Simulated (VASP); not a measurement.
Wanted: the native input for a VASP 6.6.1 run.

```
Task                   : single point
Functional             : PBE
Dispersion             : D3(BJ)
Potentials or basis    : VASP PAW PBE potentials, release 64 (Co)
Cutoff                 : 520 eV
k mesh                 : 12 × 12 × 7
Occupations            : fermi-dirac, width 0.05 eV
Spin                   : collinear spin, ferromagnetic start
Starting moments       : [2.0, 2.0] μB
Dipole correction      : no
Further INCAR settings : ALGO = Normal; EDIFF = 1e-06; NBANDS = 20
```

The structure of Co lies in POSCAR:

```
Co
1.0
    2.4719300714      0.0000000000      0.0000000000
   -1.2359650357      2.1407542382      0.0000000000
    0.0000000000      0.0000000000      3.9877981750
Co
2
Direct
    0.3333333333      0.6666666667      0.7500015708
    0.6666666667      0.3333333333      0.2499984292
```

The input as run:

INCAR

```
PREC = Accurate ; ENCUT = 520
EDIFF = 1E-6 ; ISMEAR = -1
SIGMA = 0.05 ; LREAL = F
LASPH = T ; NELM = 150
ALGO = Normal ; ISIF = 2
LWAVE = F ; LCHARG = T
ISPIN = 2 ; MAGMOM = 2 2
LORBIT = 11 ; LMAXMIX = 4
GGA = PE ; IVDW = 12
LELF = T ; LVHAR = T
NBANDS = 20
```

KPOINTS

```
regular mesh
0
Gamma
  12 12 7
```

Potentials or basis: VASP PAW PBE potentials, release 64 (Co).

Run with:

```console
$ cat potpaw_PBE.64/Co/POTCAR > POTCAR
$ mpirun -np 1 vasp_std > vasp.out
```

It gave:

```json
{
  "Pressure": "-1.0 GPa",
  "Net moment": "3.18 μB per cell",
  "Site moments": "Co +1.60 μB",
  "Valence electrons inside the program's atomic spheres": "Co 8.33",
  "Dispersion energy per atom": "-0.429 eV"
}
```

Wall time 41 s on 1 thread of Intel(R) Xeon(R) Platinum 8488C (Sapphire Rapids), on a shared host, peak memory 0.17 GiB.
